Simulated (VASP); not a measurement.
# S (P4_332) in VASP: relaxation of cell and atoms with PBE

Aim: the relaxation of cell and atoms of S with PBE.

Program: VASP 6.6.1. These are calculated values, not measurements. Logs are shortened: lines on timing, memory, paths and dates and some standing lists are left out, and cuts for length are marked.

## Step 1: The cell of the first run

It takes space group P4_332 (No. 212, cubic). The conventional cell has a = 4.214 Å, b = 4.214 Å, c = 4.214 Å, α = 90.00°, β = 90.00°, γ = 90.00°. S (site symmetry 32) has 6 S at 2.58 Å within 3.4 Å.

## Step 2: Relaxation of cell and atoms, PBE

Contents of INCAR:

```
SYSTEM = S
PREC     = Accurate       ! precision mode
ENCUT    = 600            ! plane-wave cutoff, eV
EDIFF    = 1E-7           ! SCF threshold, eV
ISMEAR   = 0              ! smearing method
SIGMA    = 0.1            ! smearing width, eV
LREAL    = .False.        ! projectors in reciprocal space
LASPH    = .True.         ! aspherical terms in the spheres
NELM     = 100            ! most SCF steps
ALGO     = Normal         ! electronic algorithm
ISIF     = 3              ! what is computed and relaxed
LWAVE    = .False.        ! write WAVECAR
LCHARG   = .False.        ! write CHGCAR
GGA      = PE             ! functional
IBRION   = 2              ! ionic algorithm
NSW      = 100            ! ionic steps
EDIFFG   = -0.01          ! ionic threshold
```

Contents of KPOINTS:

```
regular mesh
0
Gamma
  12 12 12
  0 0 0
```

Contents of POSCAR:

```
S
1.0
    4.2140521044      0.0000000000      0.0000000000
    0.0000000000      4.2140521044      0.0000000000
    0.0000000000      0.0000000000      4.2140521044
S
4
Direct
    0.6250000000      0.6250000000      0.6250000000
    0.8750000000      0.3750000000      0.1250000000
    0.1250000000      0.8750000000      0.3750000000
    0.3750000000      0.1250000000      0.8750000000
```

Potentials or basis: VASP PAW PBE potentials, release 64 (S).

The run is started by

```console
$ cat potpaw_PBE.64/S/POTCAR > POTCAR
$ mpirun -np 1 vasp_std > vasp.out
```

OUTCAR:

```text
SYSTEM = S
   PREC = Accurate
   ENCUT = 600
   EDIFF = 1E-7
   ISMEAR = 0
   LREAL = .False.
   LASPH = .True.
   NELM = 100
   ISIF = 3
   GGA = PE
   IBRION = 2
   NSW = 100
   EDIFFG = -0.01

 ion  position               nearest neighbor table
   1  0.625  0.625  0.625-   2 2.58   3 2.58   4 2.58   2 2.58   4 2.58   3 2.58
   2  0.875  0.375  0.125-   1 2.58   3 2.58   4 2.58   1 2.58   3 2.58   4 2.58
   3  0.125  0.875  0.375-   1 2.58   2 2.58   4 2.58   4 2.58   2 2.58   1 2.58
   4  0.375  0.125  0.875-   1 2.58   2 2.58   3 2.58   3 2.58   1 2.58   2 2.58

  LATTYP: Found a simple cubic cell.
 ALAT       =     4.2140521044

  Lattice vectors:

 A1 = (   4.2140521044,   0.0000000000,   0.0000000000)
 A2 = (   0.0000000000,   4.2140521044,   0.0000000000)
 A3 = (   0.0000000000,   0.0000000000,   4.2140521044)

Analysis of symmetry for initial positions (statically):
=====================================================================
 Subroutine PRICEL returns:
 Original cell was already a primitive cell.

 Routine SETGRP: Setting up the symmetry group for a
 simple cubic supercell.

 Subroutine GETGRP returns: Found 24 space group operations
 (whereof  3 operations were pure point group operations)
 out of a pool of 48 trial point group operations.

The static configuration has the point symmetry C_3 .
 The point group associated with its full space group is O   .

Analysis of symmetry for dynamics (positions and initial velocities):
=====================================================================
 Subroutine PRICEL returns:
 Original cell was already a primitive cell.

 Routine SETGRP: Setting up the symmetry group for a
 simple cubic supercell.

 Subroutine GETGRP returns: Found 24 space group operations
 (whereof  3 operations were pure point group operations)
 out of a pool of 48 trial point group operations.

The dynamic configuration has the point symmetry C_3 .
 The point group associated with its full space group is O   .

 Subroutine INISYM returns: Found 24 space group operations
 (whereof  3 operations are pure point group operations),
 and found     1 'primitive' translations

----------------------------------------------------------------------------------------

                                     Primitive cell

  volume of cell :      74.8341

  direct lattice vectors                    reciprocal lattice vectors
     4.214052104  0.000000000  0.000000000     0.237301290  0.000000000  0.000000000
     0.000000000  4.214052104  0.000000000     0.000000000  0.237301290  0.000000000
     0.000000000  0.000000000  4.214052104     0.000000000  0.000000000  0.237301290

  length of vectors
     4.214052104  4.214052104  4.214052104     0.237301290  0.237301290  0.237301290

  position of ions in fractional coordinates (direct lattice)
     0.625000000  0.625000000  0.625000000
     0.875000000  0.375000000  0.125000000
     0.125000000  0.875000000  0.375000000
     0.375000000  0.125000000  0.875000000

  ion indices of the primitive-cell ions
   primitive index   ion index
                 1           1
                 2           2
                 3           3
                 4           4

----------------------------------------------------------------------------------------

 KPOINTS: regular mesh

Automatic generation of k-mesh.
 Grid dimensions read from file:
 generate k-points for:   12   12   12

 Generating k-lattice:

  Cartesian coordinates                     Fractional coordinates (reciprocal lattice)
     0.019775107  0.000000000  0.000000000     0.083333333  0.000000000  0.000000000
     0.000000000  0.019775107  0.000000000     0.000000000  0.083333333  0.000000000
     0.000000000  0.000000000  0.019775107     0.000000000  0.000000000  0.083333333

  Length of vectors
     0.019775107  0.019775107  0.019775107
[... 60 lines left out ...]
   ISIF   =      3    stress and relaxation
   ISYM   =      2    0-nonsym 1-usesym 2-fastsym
   POTIM  = 0.5000    time-step for ionic-motion
   TEBEG  =    0.0;   TEEND  =   0.0 temperature during run
   PSTRESS=    0.0 pullay stress
   NELECT =      24.0000    total number of electrons
   NUPDOWN=      -1.0000    fix difference up-down
   EMIN   =  10.00;   EMAX   =-10.00  energy-range for DOS
   EFERMI =   0.00;   METHOD = LEGACY
   ISMEAR =     0;   SIGMA  =   0.10  broadening in eV -4-tet -1-fermi 0-gaus
   EFERMI_NEDOS =   21; number of points for ismear=-14 and -15
   IALGO  =     38    algorithm
   IMIX   =      4    mixing-type and parameters
     AMIX     =   0.40;   BMIX     =  1.00
     AMIX_MAG =   1.60;   BMIX_MAG =  1.00
  volume/ion in A,a.u.               =      18.71       126.25
  Fermi-wavevector in a.u.,A,eV,Ry     =   1.120586  2.117601 17.085024  1.255714
  Thomas-Fermi vector in A             =   2.257234
   LORBIT       =      0    0 simple, 1 ext, 2 COOP (PROOUT), +10 PAW based schemes
   GGA     = PE    functional components
   LHFCALC =     F    Hartree Fock is set to
   AEXX    =    0.0000 exact exchange contribution
   IVDW    =     0    specifies the selected vdW correction
   LEPSILON=     F    determine dielectric tensor
   LRPA    =     F    only Hartree local field effects (RPA)
 conjugate gradient relaxation of ions
 non-spin polarized calculation
 Gauss-broadening in eV      SIGMA  =   0.10
  energy-cutoff  :      600.00
  volume of cell :       74.83
 maximum number of plane-waves:      2522
 NGX is ok and might be reduce to    36
   NGX = 17   NGY = 17   NGZ = 17

--------------------------------------- Ionic step        1  -------------------------------------------

 number of electron      24.0000002 magnetization

 Free energy of the ion-electron system (eV)
  ---------------------------------------------------
  ext. energy  EPLUGINS =         0.00000000
  ---------------------------------------------------
  free energy    TOTEN  =       -13.19231646 eV

  energy without entropy =      -13.18379700  energy(sigma->0) =      -13.18805673

------------------------ aborting loop because EDIFF is reached ----------------------------------------

  FORCE on cell =-STRESS in cart. coord.  units (eV):
  Direction    XX          YY          ZZ          XY          YZ          ZX
  --------------------------------------------------------------------------------------
  -------------------------------------------------------------------------------------
  Total       -0.1846415     -0.1846415     -0.1846415     -0.0000000      0.0000000     -0.0000000
  in kB       -3.9531216     -3.9531216     -3.9531216     -0.0000000      0.0000000     -0.0000000
  external PRESSURE =      -3.9531216 kB  Pullay stress =       0.0000000 kB

 VOLUME and BASIS-vectors are now :
 -----------------------------------------------------------------------------
  energy-cutoff  :      600.00
  volume of cell :       74.83
      direct lattice vectors                 reciprocal lattice vectors
     4.214052104  0.000000000  0.000000000     0.237301290  0.000000000  0.000000000
     0.000000000  4.214052104  0.000000000     0.000000000  0.237301290  0.000000000
     0.000000000  0.000000000  4.214052104     0.000000000  0.000000000  0.237301290

 POSITION                                       TOTAL-FORCE (eV/Angst)
 -----------------------------------------------------------------------------------
      2.63378      2.63378      2.63378         0.000000      0.000000      0.000000
      3.68730      1.58027      0.52676         0.000000      0.000000      0.000000
      0.52676      3.68730      1.58027        -0.000000      0.000000      0.000000
      1.58027      0.52676      3.68730        -0.000000      0.000000      0.000000
 -----------------------------------------------------------------------------------
    total drift:                                0.000000      0.000000     -0.000000

  FREE ENERGIE OF THE ION-ELECTRON SYSTEM (eV)
  ---------------------------------------------------
  free  energy   TOTEN  =       -13.1923164579 eV

  energy  without entropy=      -13.1837970046  energy(sigma->0) =      -13.18805673

--------------------------------------- Ionic step        2  -------------------------------------------

 number of electron      24.0000004 magnetization

 Free energy of the ion-electron system (eV)
  ---------------------------------------------------
  ext. energy  EPLUGINS =         0.00000000
  ---------------------------------------------------
  free energy    TOTEN  =       -13.19287032 eV

  energy without entropy =      -13.18445533  energy(sigma->0) =      -13.18866283

 E-fermi :   6.0122     XC(G=0): -10.1054

 val. band max:        5.9405269260   @ k =   0.4167   0.0000   0.0000
 cond. band min:       6.0171821347   @ k =   0.3333   0.2500   0.1667
 fundamental gap:      0.0766552088
 Fermi energy:         6.0121686808

 k-point     1 :       0.0000    0.0000    0.0000
  band No.  band energies     occupation
      1     -10.7083      2.00000
      2      -6.0046      2.00000
      3      -6.0046      2.00000
      4      -6.0046      2.00000
      5       1.3468      2.00000
      6       1.3468      2.00000
[... 433 lines left out ...]
      3      -6.2461      2.00000
      4      -5.7177      2.00000
      5      -0.0562      2.00000
      6       0.4617      2.00000
[... 8 lines left out ...]
     15       8.2997      0.00000
     16       8.7698      0.00000

 [... further k-points ...]
[... 5 lines left out ...]
  --------------------------------------------------------------------------------------
  -------------------------------------------------------------------------------------
  Total        0.0196643      0.0196643      0.0196643     -0.0000000      0.0000000      0.0000000
  in kB        0.4238323      0.4238323      0.4238323     -0.0000000      0.0000000      0.0000000
  external PRESSURE =       0.4238323 kB  Pullay stress =       0.0000000 kB

 VOLUME and BASIS-vectors are now :
 -----------------------------------------------------------------------------
  energy-cutoff  :      600.00
  volume of cell :       74.34
      direct lattice vectors                 reciprocal lattice vectors
     4.204667837  0.000000000 -0.000000000     0.237830915  0.000000000  0.000000000
    -0.000000000  4.204667837  0.000000000    -0.000000000  0.237830915 -0.000000000
    -0.000000000  0.000000000  4.204667837     0.000000000 -0.000000000  0.237830915

 POSITION                                       TOTAL-FORCE (eV/Angst)
 -----------------------------------------------------------------------------------
      2.62792      2.62792      2.62792        -0.000000     -0.000000      0.000000
      3.67908      1.57675      0.52558        -0.000000     -0.000000      0.000000
      0.52558      3.67908      1.57675         0.000000      0.000000      0.000000
      1.57675      0.52558      3.67908        -0.000000      0.000000      0.000000
 -----------------------------------------------------------------------------------
    total drift:                                0.000000      0.000000     -0.000000

  FREE ENERGIE OF THE ION-ELECTRON SYSTEM (eV)
  ---------------------------------------------------
  free  energy   TOTEN  =       -13.1928703249 eV

  energy  without entropy=      -13.1844553297  energy(sigma->0) =      -13.18866283

 reached required accuracy - stopping structural energy minimisation
```

Wall time 55 s (1 thread of Intel Xeon 6975P-C (Granite Rapids), shared host); peak memory 0.25 GiB.

Results:

* Free energy: -13.1929 eV
* Relaxed volume: 18.58 Å³/atom
* Relaxed cell: a = 4.205 Å, b = 4.205 Å, c = 4.205 Å, α = 90.00°, β = 90.00°, γ = 90.00°
* Space group after relaxing (to 0.05 Å): P4_332 (No. 212)
* Energy gained by relaxing: 0.1 meV/atom
* Ionic steps: 2
* Pressure after relaxing: 0.0 GPa
* Band gap on the k mesh: zero (band 12 reaches 6.78 eV, above the bottom of band 13 at 5.42 eV)

The path:
| step | energy change (eV) | largest force (eV/Å) | pressure (GPa) | volume (Å³) |
| --- | --- | --- | --- | --- |
| 1 | 0.0000 | 0.0000 | -0.40 | 74.83 |
| 2 | -0.0006 | 0.0000 | 0.04 | 74.34 |

Final structure:
```cif
data_structure
_symmetry_space_group_name_H-M 'P 1'
_symmetry_Int_Tables_number 1
_cell_length_a 4.2047
_cell_length_b 4.2047
_cell_length_c 4.2047
_cell_angle_alpha 90.000
_cell_angle_beta 90.000
_cell_angle_gamma 90.000
_cell_volume 74.34
loop_
_atom_site_label
_atom_site_type_symbol
_atom_site_fract_x
_atom_site_fract_y
_atom_site_fract_z
_atom_site_occupancy
S1 S 0.62500 0.62500 0.62500 1
S2 S 0.87500 0.37500 0.12500 1
S3 S 0.12500 0.87500 0.37500 1
S4 S 0.37500 0.12500 0.87500 1
```
